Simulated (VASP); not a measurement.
# Na (Fm-3m) in VASP: a series of runs

Runs on Na. Level: PBE. Tasks: single point, relaxation of cell and atoms.

Program: VASP 6.6.1. These are calculated values, not measurements. Logs are shortened: lines on timing, memory, paths and dates and some standing lists are left out, and cuts for length are marked.

**1. The cell of the first run**

The structure is cubic, space group Fm-3m (No. 225). The conventional cell has a = 5.288 Å, b = 5.288 Å, c = 5.288 Å, α = 90.00°, β = 90.00°, γ = 90.00°. Within 4.9 Å of Na (site symmetry m-3m) lie 12 Na at 3.74 Å.

This isn't the form of Na at room conditions, which is bcc.

**2. Single point, PBE**

The input, INCAR:

```
SYSTEM = Na
PREC = Accurate
ENCUT = 500
EDIFF = 1E-6
ISMEAR = -1
SIGMA = 0.05
LREAL = .False.
LASPH = .True.
NELM = 120
ALGO = Normal
ISIF = 2
LWAVE = .False.
LCHARG = .False.
GGA = PE
NBANDS = 10
GGA_COMPAT = .False.
```

The input, KPOINTS:

```
regular mesh
0
Gamma
  10 10 10
  0 0 0
```

The input, POSCAR:

```
Na
1.0
    0.0000000000      2.6440948619      2.6440948619
    2.6440948619      0.0000000000      2.6440948619
    2.6440948619      2.6440948619      0.0000000000
Na
1
Direct
    0.0000000000      0.0000000000      0.0000000000
```

Potentials or basis: VASP PAW PBE potentials, release 64 (Na_pv).

Run with:

```bash
$ cat potpaw_PBE.64/Na_pv/POTCAR > POTCAR
$ mpirun -np 1 vasp_std > vasp.out
```

OUTCAR:

```text
SYSTEM = Na
   PREC = Accurate
   ENCUT = 500
   EDIFF = 1E-6
   ISMEAR = -1
   LREAL = .False.
   LASPH = .True.
   NELM = 120
   ISIF = 2
   GGA = PE

 ion  position               nearest neighbor table
   1  0.000  0.000  0.000-

  LATTYP: Found a face centered cubic cell.
 ALAT       =     5.2881897238

  Lattice vectors:

 A1 = (   0.0000000000,   2.6440948619,   2.6440948619)
 A2 = (   2.6440948619,   0.0000000000,   2.6440948619)
 A3 = (   2.6440948619,   2.6440948619,   0.0000000000)

Analysis of symmetry for initial positions (statically):
=====================================================================
 Subroutine PRICEL returns:
 Original cell was already a primitive cell.

 Routine SETGRP: Setting up the symmetry group for a
 face centered cubic supercell.

 Subroutine GETGRP returns: Found 48 space group operations
 (whereof 48 operations were pure point group operations)
 out of a pool of 48 trial point group operations.

The static configuration has the point symmetry O_h .

Analysis of symmetry for dynamics (positions and initial velocities):
=====================================================================
 Subroutine PRICEL returns:
 Original cell was already a primitive cell.

 Routine SETGRP: Setting up the symmetry group for a
 face centered cubic supercell.

 Subroutine GETGRP returns: Found 48 space group operations
 (whereof 48 operations were pure point group operations)
 out of a pool of 48 trial point group operations.

The dynamic configuration has the point symmetry O_h .

 Subroutine INISYM returns: Found 48 space group operations
 (whereof 48 operations are pure point group operations),
 and found     1 'primitive' translations

----------------------------------------------------------------------------------------

                                     Primitive cell

  volume of cell :      36.9710

  direct lattice vectors                    reciprocal lattice vectors
     0.000000000  2.644094862  2.644094862    -0.189100628  0.189100628  0.189100628
     2.644094862  0.000000000  2.644094862     0.189100628 -0.189100628  0.189100628
     2.644094862  2.644094862  0.000000000     0.189100628  0.189100628 -0.189100628

  length of vectors
     3.739314814  3.739314814  3.739314814     0.327531896  0.327531896  0.327531896

  position of ions in fractional coordinates (direct lattice)
     0.000000000  0.000000000  0.000000000

  ion indices of the primitive-cell ions
   primitive index   ion index
                 1           1

----------------------------------------------------------------------------------------

 KPOINTS: regular mesh

Automatic generation of k-mesh.
 Grid dimensions read from file:
 generate k-points for:   10   10   10

 Generating k-lattice:

  Cartesian coordinates                     Fractional coordinates (reciprocal lattice)
    -0.018910063  0.018910063  0.018910063     0.100000000  0.000000000  0.000000000
     0.018910063 -0.018910063  0.018910063     0.000000000  0.100000000  0.000000000
     0.018910063  0.018910063 -0.018910063     0.000000000  0.000000000  0.100000000

  Length of vectors
     0.032753190  0.032753190  0.032753190

  Shift w.r.t. Gamma in fractional coordinates (k-lattice)
     0.000000000  0.000000000  0.000000000

 Subroutine IBZKPT returns following result:
 ===========================================

 Found     47 irreducible k-points:

 Following reciprocal coordinates:
            Coordinates               Weight
  0.000000  0.000000  0.000000      1.000000
  0.100000  0.000000  0.000000      8.000000
  0.200000  0.000000  0.000000      8.000000
  0.300000  0.000000  0.000000      8.000000
  0.400000  0.000000  0.000000      8.000000
  0.500000  0.000000  0.000000      4.000000
[... 16 lines left out ...]
  0.300000  0.300000  0.000000      6.000000
  0.400000  0.300000  0.000000     24.000000
 [... further k-points ...]
   k-points           NKPTS =     47   k-points in BZ     NKDIM =     47   number of bands    NBANDS=     10
   number of dos      NEDOS =    301   number of ions     NIONS =      1
   total plane-waves  NPLWV =  21952
   dimension x,y,z NGX =    28 NGY =   28 NGZ =   28
   dimension x,y,z NGXF=    56 NGYF=   56 NGZF=   56
   ions per type =               1
   NGX,Y,Z   is equivalent  to a cutoff of  12.45, 12.45, 12.45 a.u.
   NGXF,Y,Z  is equivalent  to a cutoff of  24.90, 24.90, 24.90 a.u.
 SYSTEM =  Na
   PREC   = accura    normal or accurate (medium, high low for compatibility)
   ISTART =      0    job   : 0-new  1-cont  2-samecut
   ICHARG =      2    charge: 1-file 2-atom 10-const
   ISPIN  =      1    spin polarized calculation?
   LNONCOLLINEAR =      F non collinear calculations
   LSORBIT =      F    spin-orbit coupling
   LASPH  =      T    aspherical Exc in radial PAW
   ENCUT  =  500.0 eV  36.75 Ry    6.06 a.u.   6.82  6.82  6.82*2*pi/ulx,y,z
   NELM   =    120;   NELMIN=  2; NELMDL= -5     # of ELM steps
   EDIFF  = 0.1E-05   stopping-criterion for ELM
   LREAL  =      F    real-space projection
   EDIFFG = 0.1E-04   stopping-criterion for IOM
   NSW    =      0    number of steps for IOM
   IBRION =     -1    ionic relax: 0-MD 1-quasi-New 2-CG
   NFREE  =      0    steps in history (QN), initial steepest desc. (CG)
   ISIF   =      2    stress and relaxation
   ISYM   =      2    0-nonsym 1-usesym 2-fastsym
   POTIM  = 0.5000    time-step for ionic-motion
   TEBEG  =    0.0;   TEEND  =   0.0 temperature during run
   PSTRESS=    0.0 pullay stress
   NELECT =       7.0000    total number of electrons
   NUPDOWN=      -1.0000    fix difference up-down
   EMIN   =  10.00;   EMAX   =-10.00  energy-range for DOS
   EFERMI =   0.00;   METHOD = LEGACY
   ISMEAR =    -1;   SIGMA  =   0.05  broadening in eV -4-tet -1-fermi 0-gaus
   EFERMI_NEDOS =   21; number of points for ismear=-14 and -15
   IALGO  =     38    algorithm
   IMIX   =      4    mixing-type and parameters
     AMIX     =   0.40;   BMIX     =  1.00
     AMIX_MAG =   1.60;   BMIX_MAG =  1.00
  volume/ion in A,a.u.               =      36.97       249.49
  Fermi-wavevector in a.u.,A,eV,Ry     =   0.940056  1.776449 12.023545  0.883706
  Thomas-Fermi vector in A             =   2.067430
   LORBIT       =      0    0 simple, 1 ext, 2 COOP (PROOUT), +10 PAW based schemes
   GGA     = PE    functional components
   LHFCALC =     F    Hartree Fock is set to
   AEXX    =    0.0000 exact exchange contribution
   IVDW    =     0    specifies the selected vdW correction
   LEPSILON=     F    determine dielectric tensor
   LRPA    =     F    only Hartree local field effects (RPA)
 non-spin polarized calculation
  energy-cutoff  :      500.00
  volume of cell :       36.97
 maximum number of plane-waves:       960
   NGX = 13   NGY = 13   NGZ = 13

 number of electron       6.9999994 magnetization

 Free energy of the ion-electron system (eV)
  ---------------------------------------------------
  ext. energy  EPLUGINS =         0.00000000
  ---------------------------------------------------
  free energy    TOTEN  =        -1.31370279 eV

  energy without entropy =       -1.30813236  energy(sigma->0) =       -1.31091758

 E-fermi :   0.2530     XC(G=0):  -6.5090

 val. band max:        0.2364443385   @ k =   0.5000   0.3000   0.1000
 cond. band min:       0.4984586580   @ k =   0.4000   0.4000   0.0000
 fundamental gap:      0.2620143195
 Fermi energy:         0.2530083345

 k-point     1 :       0.0000    0.0000    0.0000
  band No.  band energies     occupation
      1     -24.5588      2.00000
      2     -24.5588      2.00000
      3     -24.5588      2.00000
      4      -2.9484      2.00000
      5      11.4465      0.00000
      6      11.4465      0.00000
      7      11.4465      0.00000
      8      12.5472      0.00000
      9      13.0282      0.00000
     10      13.0282      0.00000

 k-point     2 :       0.1000    0.0000    0.0000
  band No.  band energies     occupation
      1     -24.5621      2.00000
      2     -24.5592      2.00000
      3     -24.5592      2.00000
      4      -2.7816      2.00000
      5       9.4244      0.00000
      6      11.1436      0.00000
      7      11.1436      0.00000
      8      12.4911      0.00000
      9      13.5877      0.00000
     10      13.5877      0.00000

 k-point     3 :       0.2000    0.0000    0.0000
  band No.  band energies     occupation
      1     -24.5710      2.00000
      2     -24.5605      2.00000
      3     -24.5605      2.00000
      4      -2.2845      2.00000
      5       7.0057      0.00000
      6      10.7322      0.00000
      7      10.7322      0.00000
      8      11.9924      0.00000
      9      13.6751      0.00000
     10      13.6751      0.00000

 k-point     4 :       0.3000    0.0000    0.0000
  band No.  band energies     occupation
      1     -24.5819      2.00000
      2     -24.5620      2.00000
      3     -24.5620      2.00000
      4      -1.4664      2.00000
      5       4.7844      0.00000
      6      10.4949      0.00000
      7      10.4949      0.00000
      8      11.6704      0.00000
      9      12.6140      0.00000
     10      12.6140      0.00000
[... 222 lines left out ...]
 k-point    22 :      -0.2000    0.2000    0.0000
  band No.  band energies     occupation
      1     -24.5802      2.00000
      2     -24.5686      2.00000
      3     -24.5618      2.00000
      4      -1.1965      2.00000
      5       5.6291      0.00000
      6       6.5740      0.00000
      7      10.7867      0.00000
      8      11.7270      0.00000
      9      13.1419      0.00000
     10      14.3407      0.00000

 k-point    23 :       0.3000    0.3000    0.0000
  band No.  band energies     occupation
      1     -24.5808      2.00000
      2     -24.5672      2.00000
      3     -24.5672      2.00000
      4      -0.9813      2.00000
      5       7.1118      0.00000
      6       7.4651      0.00000
      7       8.2157      0.00000
      8       8.2157      0.00000
      9      10.4367      0.00000
     10      17.9003      0.00000

 k-point    24 :       0.4000    0.3000    0.0000
  band No.  band energies     occupation
      1     -24.5856      2.00000
      2     -24.5698      2.00000
      3     -24.5687      2.00000
      4      -0.1831      1.99967
      5       5.6747      0.00000
      6       6.1610      0.00000
      7       7.9892      0.00000
      8       8.4554      0.00000
      9      10.9149      0.00000
     10      17.4202      0.00000

 [... further k-points ...]

------------------------ aborting loop because EDIFF is reached ----------------------------------------

  FORCE on cell =-STRESS in cart. coord.  units (eV):
  Direction    XX          YY          ZZ          XY          YZ          ZX
  --------------------------------------------------------------------------------------
  -------------------------------------------------------------------------------------
  Total       -0.0068840     -0.0068840     -0.0068840      0.0000000     -0.0000000      0.0000000
  in kB       -0.2983244     -0.2983244     -0.2983244      0.0000000     -0.0000000      0.0000000
  external PRESSURE =      -0.2983244 kB  Pullay stress =       0.0000000 kB

 VOLUME and BASIS-vectors are now :
 -----------------------------------------------------------------------------
  energy-cutoff  :      500.00
  volume of cell :       36.97
      direct lattice vectors                 reciprocal lattice vectors
     0.000000000  2.644094862  2.644094862    -0.189100628  0.189100628  0.189100628
     2.644094862  0.000000000  2.644094862     0.189100628 -0.189100628  0.189100628
     2.644094862  2.644094862  0.000000000     0.189100628  0.189100628 -0.189100628

 POSITION                                       TOTAL-FORCE (eV/Angst)
 -----------------------------------------------------------------------------------
      0.00000      0.00000      0.00000         0.000000      0.000000      0.000000
 -----------------------------------------------------------------------------------
    total drift:                               -0.000000     -0.000000     -0.000000

  FREE ENERGIE OF THE ION-ELECTRON SYSTEM (eV)
  ---------------------------------------------------
  free  energy   TOTEN  =        -1.3137027922 eV

  energy  without entropy=       -1.3081323635  energy(sigma->0) =       -1.31091758
```

It took 18 s on 1 thread of Intel Xeon 8259CL, shared host; peak memory 0.15 GiB.

What came out:

```
Free energy            : -1.3137 eV
Pressure               : 0.0 GPa
Band gap on the k mesh : zero (an odd number of electrons rules out a gap without spin polarisation)
```

**3. Relaxation of cell and atoms, PBE**

This run uses another cell than the first one, of 23.36 Å³/atom.

The input, INCAR:

```
SYSTEM = Na
PREC = Accurate ; ENCUT = 500
EDIFF = 1E-7 ; ISMEAR = -1
SIGMA = 0.05 ; LREAL = .FALSE.
LASPH = .TRUE. ; NELM = 120
ALGO = Normal ; ISIF = 3
LWAVE = .FALSE. ; LCHARG = .FALSE.
GGA = PE ; IBRION = 2
NSW = 60 ; EDIFFG = -0.03
GGA_COMPAT = .FALSE. ; NELMIN = 4
```

The input, KPOINTS:

```
regular mesh
0
G
  10 10 10
  0 0 0
```

The input, POSCAR:

```
Na
1.0
    0.0000000000      2.2690240000      2.2690240000
    2.2690240000      0.0000000000      2.2690240000
    2.2690240000      2.2690240000      0.0000000000
Na
1
Direct
    0.0000000000      0.0000000000      0.0000000000
```

Potentials or basis: VASP PAW PBE potentials, release 64 (Na_pv).

Run with:

```bash
$ cat potpaw_PBE.64/Na_pv/POTCAR > POTCAR
$ mpirun -np 1 vasp_std > vasp.out
```

OUTCAR:

```text
SYSTEM = Na
   PREC = Accurate
   ENCUT = 500
   EDIFF = 1E-7
   ISMEAR = -1
   LREAL = .FALSE.
   LASPH = .TRUE.
   NELM = 120
   ISIF = 3
   GGA = PE
   IBRION = 2
   NSW = 60
   EDIFFG = -0.03
   NELMIN = 4

 ion  position               nearest neighbor table
   1  0.000  0.000  0.000-

  LATTYP: Found a face centered cubic cell.
 ALAT       =     4.5380480000

  Lattice vectors:

 A1 = (   0.0000000000,   2.2690240000,   2.2690240000)
 A2 = (   2.2690240000,   0.0000000000,   2.2690240000)
 A3 = (   2.2690240000,   2.2690240000,   0.0000000000)

Analysis of symmetry for initial positions (statically):
=====================================================================
 Subroutine PRICEL returns:
 Original cell was already a primitive cell.

 Routine SETGRP: Setting up the symmetry group for a
 face centered cubic supercell.

 Subroutine GETGRP returns: Found 48 space group operations
 (whereof 48 operations were pure point group operations)
 out of a pool of 48 trial point group operations.

The static configuration has the point symmetry O_h .

[... 166 lines left out ...]
  Total        1.2097344      1.2097344      1.2097344      0.0000000     -0.0000000      0.0000000
  in kB       82.9570609     82.9570609     82.9570609      0.0000000     -0.0000000      0.0000000
  external PRESSURE =      82.9570609 kB  Pullay stress =       0.0000000 kB
[... 127 lines left out ...]
--------------------------------------- Ionic step        5  -------------------------------------------

 number of electron       6.9999978 magnetization

 Free energy of the ion-electron system (eV)
  ---------------------------------------------------
  ext. energy  EPLUGINS =         0.00000000
  ---------------------------------------------------
  free energy    TOTEN  =        -1.30090101 eV

  energy without entropy =       -1.29534933  energy(sigma->0) =       -1.29812517

 E-fermi :   0.3065     XC(G=0):  -6.5601

 val. band max:        0.2902135335   @ k =   0.5000   0.3000   0.1000
 cond. band min:       0.5554290261   @ k =   0.4000   0.4000   0.0000
 fundamental gap:      0.2652154925
 Fermi energy:         0.3065272373

 k-point     1 :       0.0000    0.0000    0.0000
  band No.  band energies     occupation
      1     -24.4825      2.00000
      2     -24.4825      2.00000
      3     -24.4825      2.00000
      4      -2.9347      2.00000
      5      11.6170      0.00000
      6      11.6170      0.00000
      7      11.6170      0.00000
[... 221 lines left out ...]
 k-point    24 :       0.4000    0.3000    0.0000
  band No.  band energies     occupation
      1     -24.5112      2.00000
      2     -24.4942      2.00000
      3     -24.4930      2.00000
      4      -0.1341      1.99970
      5       5.7827      0.00000
      6       6.2824      0.00000
      7       8.1434      0.00000

 [... further k-points ...]

------------------------ aborting loop because EDIFF is reached ----------------------------------------

  FORCE on cell =-STRESS in cart. coord.  units (eV):
  Direction    XX          YY          ZZ          XY          YZ          ZX
  --------------------------------------------------------------------------------------
  -------------------------------------------------------------------------------------
  Total        0.0033098      0.0033098      0.0033098      0.0000000     -0.0000000      0.0000000
  in kB        0.1462026      0.1462026      0.1462026      0.0000000     -0.0000000      0.0000000
  external PRESSURE =       0.1462026 kB  Pullay stress =       0.0000000 kB
[... 16 lines left out ...]
  FREE ENERGIE OF THE ION-ELECTRON SYSTEM (eV)
  ---------------------------------------------------
  free  energy   TOTEN  =        -1.3009010059 eV

  energy  without entropy=       -1.2953493340  energy(sigma->0) =       -1.29812517

 reached required accuracy - stopping structural energy minimisation
```

OSZICAR:

```text
N       E                     dE             d eps       ncg     rms          rms(c)
DAV:   1     0.178159306161E+02    0.17816E+02   -0.42551E+03   658   0.975E+02
DAV:   2    -0.811508045069E+00   -0.18627E+02   -0.18623E+02   721   0.135E+02
DAV:   3    -0.106618858148E+01   -0.25468E+00   -0.25468E+00   868   0.223E+01
[... 40 lines left out ...]
DAV:   3    -0.130124760700E+01    0.50169E-02   -0.95352E-03   658   0.203E+00    0.460E-02
DAV:   4    -0.130090342428E+01    0.34418E-03   -0.41147E-04   658   0.473E-01    0.530E-03
DAV:   5    -0.130090200424E+01    0.14200E-05   -0.18508E-06   868   0.227E-02    0.164E-03
DAV:   6    -0.130090102359E+01    0.98064E-06   -0.10687E-06   658   0.249E-02    0.190E-04
DAV:   7    -0.130090100595E+01    0.17644E-07   -0.14624E-08   329   0.252E-03
   5 F= -.13009010E+01 E0= -.12981252E+01  d E =-.237022E+00
```

CONTCAR:

```text
Na
   1.00000000000000
    -0.0000000000000000    2.6272941905148093    2.6272941905148093
     2.6272941905148093   -0.0000000000000000    2.6272941905148093
     2.6272941905148093    2.6272941905148093   -0.0000000000000000
  Na
     1
Direct
     0.0000000000000000    0.0000000000000000    0.0000000000000000

  0.00000000E+00  0.00000000E+00  0.00000000E+00
```

Wall time 33 s (1 thread of Intel Xeon 8259CL, shared host); peak memory 0.13 GiB.

What came out:

```yaml
Free_energy: -1.3009 eV
Relaxed_volume: 36.27 Å³/atom
Relaxed_cell: a = 3.716 Å, b = 3.716 Å, c = 3.716 Å, α = 60.00°, β = 60.00°, γ = 60.00°
Space_group_after_relaxing_to_0.1_Å: Fm-3m (No. 225)
Energy_gained_by_relaxing: 237.0 meV/atom
Ionic_steps: 5
Pressure_after_relaxing: 0.0 GPa
Band_gap_on_the_k_mesh: zero (an odd number of electrons rules out a gap without spin polarisation)
```

Step by step:
```csv
step,energy change (eV),largest force (eV/Å),pressure (GPa),volume (Å³)
1,0.0000,0.0000,8.30,23.36
2,-0.1573,0.0000,3.74,27.70
3,-0.2299,0.0000,0.81,33.29
4,-0.2365,0.0000,0.20,35.44
5,-0.2370,0.0000,0.01,36.27
```

Final structure:
```cif
data_structure
_symmetry_space_group_name_H-M 'P 1'
_symmetry_Int_Tables_number 1
_cell_length_a 3.7156
_cell_length_b 3.7156
_cell_length_c 3.7156
_cell_angle_alpha 60.000
_cell_angle_beta 60.000
_cell_angle_gamma 60.000
_cell_volume 36.27
loop_
_atom_site_label
_atom_site_type_symbol
_atom_site_fract_x
_atom_site_fract_y
_atom_site_fract_z
_atom_site_occupancy
Na1 Na 0.00000 0.00000 0.00000 1
```

Caveat: the volume moved by over 15 % at a fixed basis, so the end points are rough.
